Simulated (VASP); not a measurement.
# CdSe4 in VASP: a series of runs

Runs on CdSe4. Level: PBE. Tasks: single point.

Program: VASP 6.6.1. These are calculated values, not measurements. Logs are shortened: lines on timing, memory, paths and dates and some standing lists are left out, and cuts for length are marked.

### Step 1. The cell of the first run

The typed cell holds 5 atoms: a = 5.933 Å, b = 5.933 Å, c = 5.933 Å, α = 124.28°, β = 124.28°, γ = 82.73°.

The cell was generated, and may not be a known phase.

### Step 2. Single point, PBE

The input, INCAR:

```
SYSTEM = CdSe4
ALGO = Normal
EDIFF = 1E-6
ENCUT = 520
GGA = PE
ISIF = 2
ISMEAR = 0
LASPH = .True.
LCHARG = .False.
LREAL = .False.
LWAVE = .False.
NBANDS = 26
NELM = 80
PREC = Accurate
SIGMA = 0.2
```

The input, KPOINTS:

```
k-points
0
Gamma
  4 4 4
  0 0 0
```

The input, POSCAR:

```
CdSe4
1.0
   -2.7725044691      2.7725044691      4.4529152823
    2.7725044691     -2.7725044691      4.4529152823
    2.7725044691      2.7725044691     -4.4529152823
Cd Se
1 4
Direct
   -0.0793189514     -0.0793189514      0.0000000000
    0.4205394896      0.4205394896      0.5001459086
    0.9203935811      0.9203935811      0.4998540914
    0.4205394896      0.9203935811      0.0000000000
    0.9203935811      0.4205394896      0.0000000000
```

Potentials or basis: VASP PAW PBE potentials, release 64 (Cd, Se).

Started as:

```
> cat potpaw_PBE.64/Cd/POTCAR potpaw_PBE.64/Se/POTCAR > POTCAR
> mpirun -np 1 vasp_std > vasp.out
```

OUTCAR:

```text
SYSTEM = CdSe4
   EDIFF = 1E-6
   ENCUT = 520
   GGA = PE
   ISIF = 2
   ISMEAR = 0
   LASPH = .True.
   LREAL = .False.
   NELM = 80
   PREC = Accurate

 ion  position               nearest neighbor table
   1  0.921  0.921  0.000-   2 2.97   4 2.97   5 2.97   3 2.97   3 2.97   5 2.97   4 2.97   2 2.97

   2  0.421  0.421  0.500-   4 2.77   5 2.77   4 2.77   5 2.77   1 2.97   1 2.97
   3  0.920  0.920  0.500-   4 2.77   5 2.77   4 2.77   5 2.77   1 2.97   1 2.97
   4  0.421  0.920  0.000-   2 2.77   3 2.77   2 2.77   3 2.77   1 2.97   1 2.97
   5  0.920  0.421  0.000-   2 2.77   3 2.77   2 2.77   3 2.77   1 2.97   1 2.97

  LATTYP: Found a body centered tetragonal cell.
 ALAT       =     5.5450089382
 C/A-ratio  =     1.6060985048

  Lattice vectors:

 A1 = (  -2.7725044691,   2.7725044691,   4.4529152823)
 A2 = (   2.7725044691,  -2.7725044691,   4.4529152823)
 A3 = (   2.7725044691,   2.7725044691,  -4.4529152823)

Analysis of symmetry for initial positions (statically):
=====================================================================
 Subroutine PRICEL returns:
 Original cell was already a primitive cell.

 Routine SETGRP: Setting up the symmetry group for a
 body centered tetragonal supercell.

 Subroutine GETGRP returns: Found  8 space group operations
 (whereof  8 operations were pure point group operations)
 out of a pool of 16 trial point group operations.

The static configuration has the point symmetry C_4v.

Analysis of symmetry for dynamics (positions and initial velocities):
=====================================================================
 Subroutine PRICEL returns:
 Original cell was already a primitive cell.

 Routine SETGRP: Setting up the symmetry group for a
 body centered tetragonal supercell.

 Subroutine GETGRP returns: Found  8 space group operations
 (whereof  8 operations were pure point group operations)
 out of a pool of 16 trial point group operations.

The dynamic configuration has the point symmetry C_4v.

 Subroutine INISYM returns: Found  8 space group operations
 (whereof  8 operations are pure point group operations),
 and found     1 'primitive' translations

----------------------------------------------------------------------------------------

                                     Primitive cell

  volume of cell :     136.9143

  direct lattice vectors                    reciprocal lattice vectors
    -2.772504469  2.772504469  4.452915282     0.000000000  0.180342360  0.112285990
     2.772504469 -2.772504469  4.452915282     0.180342360  0.000000000  0.112285990
     2.772504469  2.772504469 -4.452915282     0.180342360  0.180342360  0.000000000

  length of vectors
     5.933128734  5.933128734  5.933128734     0.212441781  0.212441781  0.255042612

  position of ions in fractional coordinates (direct lattice)
     0.920681049  0.920681049  0.000000000
     0.420539490  0.420539490  0.500145909
     0.920393581  0.920393581  0.499854091
     0.420539490  0.920393581  0.000000000
     0.920393581  0.420539490  0.000000000

  ion indices of the primitive-cell ions
   primitive index   ion index
                 1           1
                 2           2
                 3           3
                 4           4
                 5           5

----------------------------------------------------------------------------------------

 KPOINTS: k-points

Automatic generation of k-mesh.
 Grid dimensions read from file:
 generate k-points for:    4    4    4

 Generating k-lattice:

  Cartesian coordinates                     Fractional coordinates (reciprocal lattice)
     0.000000000  0.045085590  0.028071497     0.250000000  0.000000000 -0.000000000
     0.045085590  0.000000000  0.028071497     0.000000000  0.250000000 -0.000000000
     0.045085590  0.045085590  0.000000000     0.000000000  0.000000000  0.250000000

  Length of vectors
     0.053110445  0.053110445  0.063760653

  Shift w.r.t. Gamma in fractional coordinates (k-lattice)
     0.000000000  0.000000000  0.000000000

 Subroutine IBZKPT returns following result:
 ===========================================

 Found     13 irreducible k-points:

 Following reciprocal coordinates:
            Coordinates               Weight
  0.000000  0.000000  0.000000      1.000000
  0.250000  0.000000 -0.000000      8.000000
  0.500000  0.000000 -0.000000      4.000000
  0.250000  0.250000 -0.000000      8.000000
  0.500000  0.250000 -0.000000     16.000000
 -0.250000  0.250000  0.000000      4.000000
  0.500000  0.500000 -0.000000      2.000000
  0.250000  0.250000  0.250000      2.000000
 -0.250000  0.250000  0.250000      4.000000
  0.500000  0.500000  0.250000      4.000000
 -0.250000  0.500000  0.250000      8.000000
 -0.250000 -0.250000  0.250000      2.000000
  0.500000  0.500000  0.500000      1.000000
   k-points           NKPTS =     13   k-points in BZ     NKDIM =     13   number of bands    NBANDS=     26
   number of dos      NEDOS =    301   number of ions     NIONS =      5
   total plane-waves  NPLWV = 110592
   dimension x,y,z NGX =    48 NGY =   48 NGZ =   48
   dimension x,y,z NGXF=    96 NGYF=   96 NGZF=   96
   ions per type =               1   4
   NGX,Y,Z   is equivalent  to a cutoff of  13.45, 13.45, 13.45 a.u.
   NGXF,Y,Z  is equivalent  to a cutoff of  26.90, 26.90, 26.90 a.u.
 SYSTEM =  CdSe4
   PREC   = accura    normal or accurate (medium, high low for compatibility)
   ISTART =      0    job   : 0-new  1-cont  2-samecut
   ICHARG =      2    charge: 1-file 2-atom 10-const
   ISPIN  =      1    spin polarized calculation?
   LNONCOLLINEAR =      F non collinear calculations
   LSORBIT =      F    spin-orbit coupling
   LASPH  =      T    aspherical Exc in radial PAW
   ENCUT  =  520.0 eV  38.22 Ry    6.18 a.u.  11.03 11.03 11.03*2*pi/ulx,y,z
   NELM   =     80;   NELMIN=  2; NELMDL= -5     # of ELM steps
   EDIFF  = 0.1E-05   stopping-criterion for ELM
   LREAL  =      F    real-space projection
   EDIFFG = 0.1E-04   stopping-criterion for IOM
   NSW    =      0    number of steps for IOM
   IBRION =     -1    ionic relax: 0-MD 1-quasi-New 2-CG
   NFREE  =      0    steps in history (QN), initial steepest desc. (CG)
   ISIF   =      2    stress and relaxation
   ISYM   =      2    0-nonsym 1-usesym 2-fastsym
   POTIM  = 0.5000    time-step for ionic-motion
   TEBEG  =    0.0;   TEEND  =   0.0 temperature during run
   PSTRESS=    0.0 pullay stress
   NELECT =      36.0000    total number of electrons
   NUPDOWN=      -1.0000    fix difference up-down
   EMIN   =  10.00;   EMAX   =-10.00  energy-range for DOS
   EFERMI =   0.00;   METHOD = LEGACY
   ISMEAR =     0;   SIGMA  =   0.20  broadening in eV -4-tet -1-fermi 0-gaus
   EFERMI_NEDOS =   21; number of points for ismear=-14 and -15
   IALGO  =     38    algorithm
   IMIX   =      4    mixing-type and parameters
     AMIX     =   0.40;   BMIX     =  1.00
     AMIX_MAG =   1.60;   BMIX_MAG =  1.00
  volume/ion in A,a.u.               =      27.38       184.79
  Fermi-wavevector in a.u.,A,eV,Ry     =   1.048800  1.981945 14.966157  1.099981
  Thomas-Fermi vector in A             =   2.183737
   LORBIT       =      0    0 simple, 1 ext, 2 COOP (PROOUT), +10 PAW based schemes
   GGA     = PE    functional components
   LHFCALC =     F    Hartree Fock is set to
   AEXX    =    0.0000 exact exchange contribution
   IVDW    =     0    specifies the selected vdW correction
   LEPSILON=     F    determine dielectric tensor
   LRPA    =     F    only Hartree local field effects (RPA)
 non-spin polarized calculation
 Gauss-broadening in eV      SIGMA  =   0.20
  energy-cutoff  :      520.00
  volume of cell :      136.91
 maximum number of plane-waves:      3716
 NGX is ok and might be reduce to    48
   NGX = 23   NGY = 23   NGZ = 23

 number of electron      36.0000004 magnetization

 Free energy of the ion-electron system (eV)
  ---------------------------------------------------
  ext. energy  EPLUGINS =         0.00000000
  ---------------------------------------------------
  free energy    TOTEN  =       -14.61732476 eV

  energy without entropy =      -14.58829993  energy(sigma->0) =      -14.60281235

 E-fermi :   2.3322     XC(G=0):  -8.8725

 val. band max:        2.2570681296   @ k =  -0.2500   0.2500   0.0000
 cond. band min:       2.4553307495   @ k =   0.2500   0.0000  -0.0000
 fundamental gap:      0.1982626199
 Fermi energy:         2.3321789538

 k-point     1 :       0.0000    0.0000    0.0000
  band No.  band energies     occupation
      1     -12.7744      2.00000
      2     -10.3551      2.00000
      3     -10.3551      2.00000
      4      -8.0350      2.00000
      5      -6.0796      2.00000
      6      -6.0192      2.00000
[... 18 lines left out ...]
     25       6.7245      0.00000
     26      10.5143      0.00000

 k-point     2 :       0.2500    0.0000   -0.0000
  band No.  band energies     occupation
      1     -12.5113      2.00000
      2     -10.8528      2.00000
      3     -10.1110      2.00000
      4      -8.5188      2.00000
      5      -6.1942      2.00000
      6      -6.0463      2.00000
[... 18 lines left out ...]
     25       7.6940      0.00000
     26       8.6838      0.00000

 k-point     3 :       0.5000    0.0000   -0.0000
  band No.  band energies     occupation
      1     -11.8218      2.00000
      2     -11.7484      2.00000
      3      -9.4720      2.00000
      4      -9.3753      2.00000
      5      -6.3284      2.00000
      6      -6.1521      2.00000
[... 18 lines left out ...]
     25       8.4494      0.00000
     26       8.7033      0.00000

 k-point     4 :       0.2500    0.2500   -0.0000
  band No.  band energies     occupation
      1     -12.2246      2.00000
      2     -10.6459      2.00000
      3     -10.6093      2.00000
      4      -9.0247      2.00000
      5      -6.2402      2.00000
      6      -6.1311      2.00000
[... 18 lines left out ...]
     25       7.9667      0.00000
     26       8.7093      0.00000

 k-point     5 :       0.5000    0.2500   -0.0000
  band No.  band energies     occupation
      1     -11.5883      2.00000
      2     -11.5023      2.00000
      3      -9.9654      2.00000
      4      -9.9299      2.00000
      5      -6.2529      2.00000
      6      -6.1094      2.00000
[... 18 lines left out ...]
     25       8.6246      0.00000
     26       9.2689      0.00000

 k-point     6 :      -0.2500    0.2500    0.0000
  band No.  band energies     occupation
      1     -12.2865      2.00000
      2     -10.6114      2.00000
      3     -10.6023      2.00000
      4      -9.0512      2.00000
      5      -6.1667      2.00000
      6      -6.1104      2.00000
[... 18 lines left out ...]
     25       8.1934      0.00000
     26       8.7053      0.00000

 k-point     7 :       0.5000    0.5000   -0.0000
  band No.  band energies     occupation
      1     -10.9758      2.00000
      2     -10.8367      2.00000
      3     -10.8326      2.00000
      4     -10.8174      2.00000
      5      -6.2933      2.00000
      6      -6.1421      2.00000
[... 18 lines left out ...]
     25       9.3445      0.00000
     26       9.9241      0.00000

 k-point     8 :       0.2500    0.2500    0.2500
  band No.  band energies     occupation
      1     -10.9364      2.00000
      2     -10.8601      2.00000
      3     -10.8347      2.00000
      4     -10.8347      2.00000
      5      -6.1281      2.00000
      6      -6.1281      2.00000
[... 18 lines left out ...]
     25       9.0338      0.00000
     26       9.9655      0.00000

 k-point     9 :      -0.2500    0.2500    0.2500
  band No.  band energies     occupation
      1     -11.8377      2.00000
      2     -11.7319      2.00000
      3      -9.4291      2.00000
      4      -9.4210      2.00000
      5      -6.2096      2.00000
      6      -6.1587      2.00000
[... 18 lines left out ...]
     25       8.2847      0.00000
     26       8.3656      0.00000

 k-point    10 :       0.5000    0.5000    0.2500
  band No.  band energies     occupation
      1     -12.1595      2.00000
      2     -10.6915      2.00000
      3     -10.6070      2.00000
      4      -8.9969      2.00000
      5      -6.3029      2.00000
      6      -6.2077      2.00000
[... 18 lines left out ...]
     25       8.3985      0.00000
     26       9.2771      0.00000

 k-point    11 :      -0.2500    0.5000    0.2500
  band No.  band energies     occupation
      1     -12.4165      2.00000
      2     -10.8834      2.00000
      3     -10.1022      2.00000
      4      -8.4642      2.00000
      5      -6.3388      2.00000
      6      -6.1807      2.00000
[... 18 lines left out ...]
     25       7.4719      0.00000
     26       8.6489      0.00000

 k-point    12 :      -0.2500   -0.2500    0.2500
  band No.  band energies     occupation
      1     -12.7049      2.00000
      2     -10.3469      2.00000
      3     -10.3469      2.00000
      4      -7.9484      2.00000
      5      -6.2437      2.00000
      6      -6.1314      2.00000
[... 18 lines left out ...]
     25       7.5912      0.00000
     26       8.0926      0.00000

 k-point    13 :       0.5000    0.5000    0.5000
  band No.  band energies     occupation
      1     -12.6322      2.00000
      2     -10.3384      2.00000
      3     -10.3384      2.00000
      4      -7.8509      2.00000
      5      -6.4114      2.00000
      6      -6.3131      2.00000
[... 18 lines left out ...]
     25       6.6527      0.00000
     26       7.6633      0.00000

------------------------ aborting loop because EDIFF is reached ----------------------------------------

  FORCE on cell =-STRESS in cart. coord.  units (eV):
  Direction    XX          YY          ZZ          XY          YZ          ZX
  --------------------------------------------------------------------------------------
  -------------------------------------------------------------------------------------
  Total        0.5261358      0.5261358      0.2045785      0.0000000     -0.0000000      0.0000000
  in kB        6.1568635      6.1568635      2.3939859      0.0000000     -0.0000000      0.0000000
  external PRESSURE =       4.9025710 kB  Pullay stress =       0.0000000 kB

 VOLUME and BASIS-vectors are now :
 -----------------------------------------------------------------------------
  energy-cutoff  :      520.00
  volume of cell :      136.91
      direct lattice vectors                 reciprocal lattice vectors
    -2.772504469  2.772504469  4.452915282     0.000000000  0.180342360  0.112285990
     2.772504469 -2.772504469  4.452915282     0.180342360  0.000000000  0.112285990
     2.772504469  2.772504469 -4.452915282     0.180342360  0.180342360  0.000000000

 POSITION                                       TOTAL-FORCE (eV/Angst)
 -----------------------------------------------------------------------------------
      0.00000      0.00000      8.19943        -0.000000      0.000000     -0.005428
      1.38666      1.38666      1.51815        -0.002037     -0.002037      0.001357
      1.38585      1.38585      5.97106         0.002037      0.002037      0.001357
      1.38585     -1.38585      5.97106         0.002037     -0.002037      0.001357
     -1.38585      1.38585      5.97106        -0.002037      0.002037      0.001357
 -----------------------------------------------------------------------------------
    total drift:                               -0.000000     -0.000000      0.000045

  FREE ENERGIE OF THE ION-ELECTRON SYSTEM (eV)
  ---------------------------------------------------
  free  energy   TOTEN  =       -14.6173247561 eV

  energy  without entropy=      -14.5882999346  energy(sigma->0) =      -14.60281235
```

It took 37 s on 1 thread of AMD EPYC 9R45 (Zen 5), shared host; peak memory 0.3 GiB.

Results:

```
Free energy            : -14.6173 eV
Pressure               : 0.5 GPa
Largest force          : 0.005 eV/Å
Band gap on the k mesh : zero (bands 18 and 19 overlap by 4.20 eV)
```

Forces on the atoms (eV/Å):
```
Cd   0.000  0.000 -0.005
Se  -0.002 -0.002  0.001
Se   0.002  0.002  0.001
Se   0.002 -0.002  0.001
Se  -0.002  0.002  0.001
```

### Step 3. Single point, PBE

This run uses another cell than the first one, of 28.02 Å³/atom.

The input, INCAR:

```
PREC = Accurate
ENCUT = 520
EDIFF = 1E-6
ISMEAR = 0
SIGMA = 0.2
LREAL = False
LASPH = True
NELM = 100
ALGO = Normal
ISIF = 2
LWAVE = False
LCHARG = False
GGA = PE
NBANDS = 26
```

The input, KPOINTS:

```
Automatic mesh
0
Gamma
  4 4 4
```

The input, POSCAR:

```
CdSe4
1.0
   -2.5408974878      2.5408974878      5.4249061432
    2.5408974878     -2.5408974878      5.4249061432
    2.5408974878      2.5408974878     -5.4249061432
Cd Se
1 4
Direct
    0.5000000000      0.5000000000      0.0000000000
    0.3545901258      0.8545901258      0.5000000000
    0.8545901258      0.3545901258      0.5000000000
    0.6454098742      0.1454098742      0.5000000000
    0.1454098742      0.6454098742      0.5000000000
```

Potentials or basis: VASP PAW PBE potentials, release 64 (Cd, Se).

Started as:

```
> cat potpaw_PBE.64/Cd/POTCAR potpaw_PBE.64/Se/POTCAR > POTCAR
> mpirun -np 1 vasp_std > vasp.out
```

Wall time 37 s (1 thread of AMD EPYC 9R45 (Zen 5), shared host); peak memory 0.29 GiB.

Results (log left out):

| Property | Result |
| --- | --- |
| Free energy | -14.5515 eV |
| Pressure | 0.1 GPa |
| Largest force | 0.053 eV/Å |
| Band gap on the k mesh | zero (bands 18 and 19 overlap by 1.48 eV) |

Forces in eV/Å, atoms in the order of the input:
```
Cd   0.000  0.000  0.000
Se   0.000  0.000  0.053
Se   0.000  0.000  0.053
Se   0.000  0.000 -0.053
Se   0.000  0.000 -0.053
```

Stress tensor (GPa, compression positive):
```
-0.11  0.00  0.00
 0.00 -0.11  0.00
 0.00  0.00  0.53
```

Levels at points of the mesh, in eV from the Fermi level:
| k point | band 14 | band 15 | band 16 | band 17 | band 18 | band 19 | band 20 | band 21 | band 22 | band 23 |
| --- | --- | --- | --- | --- | --- | --- | --- | --- | --- | --- |
| (0.00, 0.00, 0.00) | -2.84 | -2.76 | -1.67 | -1.67 | 0.33 | 1.02 | 1.02 | 1.43 | 3.12 | 4.68 |
| (0.50, 0.00, 0.00) | -3.26 | -2.83 | -1.43 | -1.18 | -0.96 | -0.56 | 2.05 | 2.53 | 3.50 | 5.73 |
| (0.50, 0.50, 0.00) | -2.94 | -1.98 | -1.29 | -1.10 | 0.39 | 0.76 | 1.23 | 2.06 | 5.05 | 5.28 |
| (0.50, 0.50, 0.50) | -1.54 | -1.37 | -1.37 | -0.97 | -0.97 | 0.01 | 0.01 | 1.52 | 3.44 | 4.25 |

The gap in the log of VASP goes by the Fermi energy; the results here count the filled bands.